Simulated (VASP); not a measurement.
Set up this calculation in VASP 6.6.1, as the native input.

* Task: relaxation of cell and atoms
* Functional: PBE
* Potentials or basis: VASP PAW PBE potentials, release 64 (Co)
* Cutoff: 600 eV
* k mesh: 14 × 14 × 14
* Occupations: gaussian, width 0.1 eV
* Spin: collinear spin, ferromagnetic start
* Starting moments: [2.12, 2.12, 2.12] μB
* Dipole correction: no
* Further INCAR settings: ALGO = Fast; EDIFF = 1e-06; IBRION = 2; EDIFFG = -0.01; NSW = 100; ISIF = 3

The structure of Co lies in POSCAR:

```
Co
1.0
    3.4134367094      0.0000000000      0.0000000000
    0.0000000000      3.4134367094      0.0000000000
    0.0000000000      0.0000000000      3.4134367094
Co
3
Direct
    0.5000000000      0.0000000000      0.0000000000
    0.0000000000      0.5000000000      0.0000000000
    0.0000000000      0.0000000000      0.5000000000
```

The cell was built from a structure type or drawn by symmetry, and may not be a known phase.

These files were run (other wordings do the same):

INCAR

```
ALGO     = Fast           # electronic algorithm
EDIFF    = 1E-6           # SCF threshold, eV
EDIFFG   = -0.01          # ionic threshold
ENCUT    = 600            # plane-wave cutoff, eV
GGA      = PE             # functional
IBRION   = 2              # ionic algorithm
ISIF     = 3              # what is computed and relaxed
ISMEAR   = 0              # smearing method
ISPIN    = 2              # spin polarisation
LASPH    = True           # aspherical terms in the spheres
LCHARG   = False          # write CHGCAR
LMAXMIX  = 4              # l up to which the mixer works
LORBIT   = 11             # projections on sites
LREAL    = False          # projectors in reciprocal space
LWAVE    = False          # write WAVECAR
MAGMOM   = 2.12 2.12 2.12 # initial moments
NELM     = 150            # most SCF steps
NSW      = 100            # ionic steps
PREC     = Accurate       # precision mode
SIGMA    = 0.1            # smearing width, eV
```

KPOINTS

```
k-points
0
Gamma
  14 14 14
```

Potentials or basis: VASP PAW PBE potentials, release 64 (Co).

Command:

```console
$ cat potpaw_PBE.64/Co/POTCAR > POTCAR
$ mpirun -np 1 vasp_std > vasp.out
```

It gave:

```
Relaxed volume                                        : 13.16 Å³/atom
Relaxed cell                                          : a = 3.405 Å, b = 3.405 Å, c = 3.405 Å, α = 90.00°, β = 90.00°, γ = 90.00°
Space group after relaxing (to 0.1 Å)                 : Pm-3m (No. 221)
Energy gained by relaxing                             : 0.3 meV/atom
Ionic steps                                           : 3
Pressure after relaxing                               : 0.0 GPa
Net moment                                            : 5.54 μB per cell
Site moments                                          : Co +1.87 μB
Valence electrons inside the program's atomic spheres : Co 8.18
```

It took 7.3 min on 1 thread of Oxide Virtual Turin-like Processor, with other jobs on the host, peak memory 0.26 GiB.
